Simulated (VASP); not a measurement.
# WC (P-6m2) in VASP: notebook, part 2 of 2

VASP 6.6.1.

### Step 3. Single point, PBEsol (uniaxial strain along c: -3.0 %, then relaxed in part)

INCAR reads:

```
SYSTEM = WC
PREC     = Accurate       ! precision mode
ENCUT    = 1300           ! plane-wave cutoff, eV
EDIFF    = 1E-6           ! SCF threshold, eV
ISMEAR   = 0              ! smearing method
SIGMA    = 0.1            ! smearing width, eV
LREAL    = .False.        ! projectors in reciprocal space
LASPH    = .True.         ! aspherical terms in the spheres
NELM     = 120            ! most SCF steps
ALGO     = Normal         ! electronic algorithm
ISIF     = 2              ! what is computed and relaxed
LWAVE    = .False.        ! write WAVECAR
LCHARG   = .False.        ! write CHGCAR
GGA      = PS             ! functional
NBANDS   = 16             ! bands
GGA_COMPAT= .False.
```

KPOINTS reads:

```
regular mesh
0
Gamma
  24 24 18
  0 0 0
```

POSCAR reads:

```
WC
1.0
    2.9163845972      0.0000000000      0.0000000000
   -1.4581922986      2.5256631484      0.0000000000
    0.0000000000      0.0000000000      2.7429241498
W C
1 1
Direct
    0.0000000024     -0.0000000024      0.0000000000
    0.6666666643      0.3333333357      0.5000000000
```

Potentials or basis: VASP PAW PBE potentials, release 64 (W_sv, C_h).

The run is started by

```console
$ cat potpaw_PBE.64/W_sv/POTCAR potpaw_PBE.64/C_h/POTCAR > POTCAR
$ mpirun -np 1 vasp_std > vasp.out
```

OUTCAR:

```text
SYSTEM = WC
   PREC = Accurate
   ENCUT = 1300
   EDIFF = 1E-6
   ISMEAR = 0
   LREAL = .False.
   LASPH = .True.
   NELM = 120
   ISIF = 2
   GGA = PS

 ion  position               nearest neighbor table
   1  0.000  1.000  0.000-   2 2.17   2 2.17   2 2.17   2 2.17   2 2.17   2 2.17
   2  0.667  0.333  0.500-   1 2.17   1 2.17   1 2.17   1 2.17   1 2.17   1 2.17

  LATTYP: Found a hexagonal cell.
 ALAT       =     2.9163845972
 C/A-ratio  =     0.9405220945

  Lattice vectors:

 A1 = (   2.9163845972,   0.0000000000,   0.0000000000)
 A2 = (  -1.4581922986,   2.5256631484,   0.0000000000)
[... 627 lines left out ...]
      5       0.3510      2.00000
      6       4.4595      2.00000
[... 8 lines left out ...]
     15      24.9723      0.00000
     16      29.6282      0.00000

 [... further k-points ...]
[... 5 lines left out ...]
  --------------------------------------------------------------------------------------
  -------------------------------------------------------------------------------------
  Total        0.1493564      0.1493564      3.9271925     -0.0000000      0.0000000      0.0000000
  in kB       11.8440547     11.8440547    311.4287859     -0.0000000      0.0000000      0.0000000
  external PRESSURE =     111.7056317 kB  Pullay stress =       0.0000000 kB

 VOLUME and BASIS-vectors are now :
 -----------------------------------------------------------------------------
  energy-cutoff  :     1300.00
  volume of cell :       20.20
      direct lattice vectors                 reciprocal lattice vectors
     2.916384597  0.000000000  0.000000000     0.342890304  0.197967809  0.000000000
    -1.458192299  2.525663148  0.000000000     0.000000000  0.395935618  0.000000000
     0.000000000  0.000000000  2.742924150     0.000000000  0.000000000  0.364574427

 POSITION                                       TOTAL-FORCE (eV/Angst)
 -----------------------------------------------------------------------------------
     -1.45819      2.52566      0.00000         0.000000      0.000000      0.000000
      1.45819      0.84189      1.37146        -0.000000      0.000000      0.000000
 -----------------------------------------------------------------------------------
    total drift:                               -0.000007      0.000004     -0.000000

  FREE ENERGIE OF THE ION-ELECTRON SYSTEM (eV)
  ---------------------------------------------------
  free  energy   TOTEN  =       -23.8478125391 eV

  energy  without entropy=      -23.8464631051  energy(sigma->0) =      -23.84713782
```

stdout:

```text
POSCAR found type information on POSCAR W C
 POSCAR found :  2 types and       2 ions
 scaLAPACK will be used
 -----------------------------------------------------------------------------
|                                                                             |
|                                                                             |
|     You enforced a specific xc type in the INCAR file but a different       |
|     I HOPE YOU KNOW WHAT YOU ARE DOING!                                     |
|                                                                             |
 -----------------------------------------------------------------------------

 LDA part: xc-table for (Slater+PW92), standard interpolation
 POSCAR, INCAR and KPOINTS ok, starting setup
 FFT: planning ... GRIDC
 FFT: planning ... GRID_SOFT
 FFT: planning ... GRID
 WAVECAR not read
 entering main loop
```

Run time: 6.5 min. Hardware: 1 thread of Intel Xeon Platinum 8488C (Sapphire Rapids), shared host; peak memory 0.81 GiB.

What came out:

- Free energy: -23.8478 eV
- Pressure: 11.2 GPa
- Band gap on the k mesh: zero (bands 9 and 10 overlap by 1.51 eV)

Stress tensor (GPa, compression positive):
```
 1.18  0.00  0.00
 0.00  1.18  0.00
 0.00  0.00 31.14
```

Caveat: the cell differs from its parent crystal (uniaxial strain along c: -3.0 %, then relaxed in part); the stress differs along the axes, from 1 to 31 GPa; the PAW data sets were made with another functional, which shifts forces and pressure a little; spin-orbit coupling is left out, which moves the levels of the heavy elements.
